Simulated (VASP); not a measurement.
Wanted: the native input for a VASP 6.6.1 run.

```
Task                   : single point
Functional             : PBE
Potentials or basis    : VASP PAW PBE potentials, release 64 (C, O, H)
Cutoff                 : 520 eV
k mesh                 : 2 × 2 × 1
Occupations            : gaussian, width 0.02 eV
Spin                   : collinear spin, zero start
Starting moments       : [0.0, 0.0, 0.0, 0.0, 0.0, 0.0, 0.0, 0.0, 0.0, 0.0, 0.0, 0.0, 0.0, 0.0, 0.0, 0.0, 0.0, 0.0, 0.0, 0.0] μB
Dipole correction      : no
Further INCAR settings : LREAL = Auto; ALGO = Normal; EDIFF = 1e-06; NBANDS = 60
```

The structure of HC18O lies in POSCAR:

```
HC18O
1.0
    7.3980000000      0.0000000000      0.0000000000
   -3.6990000000      6.4068560000      0.0000000000
    0.0000000000      0.0000000000     11.0000000000
C O H
18 1 1
Direct
   -0.0160172701     -0.0075584655      0.0862838182
    0.2068402134      0.1028718298      0.0848422727
   -0.0160106134      0.3248387353      0.0862733636
    0.2068515943      0.4372746945      0.0848208182
   -0.0184937365      0.6574026324      0.0920870000
    0.2060076025      0.7696505119      0.1301372727
    0.3185760264     -0.0056138299      0.0927210909
    0.5388575997      0.1028468566      0.0844736364
    0.3176790650      0.3254889762      0.0798592727
    0.5398412090      0.4365637373      0.0790038182
    0.3185866931      0.6574934726      0.0926925455
    0.5388573574      0.7692943309      0.0844574545
    0.6515481384     -0.0075839070      0.0860222727
    0.8732297258      0.1032645341      0.0855953636
    0.6508140595      0.3255862158      0.0794845455
    0.8735840717      0.4374933665      0.0843979091
    0.6508145668      0.6585201853      0.0794791818
    0.8735806063      0.7693853272      0.0844002727
    0.1923871589      0.7627210601      0.2664175455
    0.3350222702      0.8359839834      0.2974600000
```

One way to write it, as run:

INCAR

```
PREC = Accurate
ENCUT = 520
EDIFF = 1E-6
ISMEAR = 0
SIGMA = 0.02
LREAL = Auto
LASPH = True
NELM = 150
ALGO = Normal
ISIF = 2
LWAVE = False
LCHARG = False
ISPIN = 2
MAGMOM = 0 0 0 0 0 0 0 0 0 0 0 0 0 0 0 0 0 0 0 0
LORBIT = 11
GGA = PE
NBANDS = 60
```

KPOINTS

```
Automatic mesh
0
Gamma
  2 2 1
```

Potentials or basis: VASP PAW PBE potentials, release 64 (C, O, H).

Launch:

```sh
$ cat potpaw_PBE.64/C/POTCAR potpaw_PBE.64/O/POTCAR potpaw_PBE.64/H/POTCAR > POTCAR
$ mpirun -np 1 vasp_std > vasp.out
```

It gave:

```json
{
  "Largest force": "0.088 eV/Å",
  "Net moment": "0.00 μB per cell",
  "Valence electrons inside the program's atomic spheres": "C 2.65, 2.64, 2.63, 2.51, 2.66 (each value once); O 5.10; H 0.74"
}
```

Caveat: the k points lie up to 0.49 Å⁻¹ apart.

It took 5.8 min on 1 thread of Intel(R) Xeon(R) 6975P-C (Granite Rapids) (shared host), peak memory 0.83 GiB.
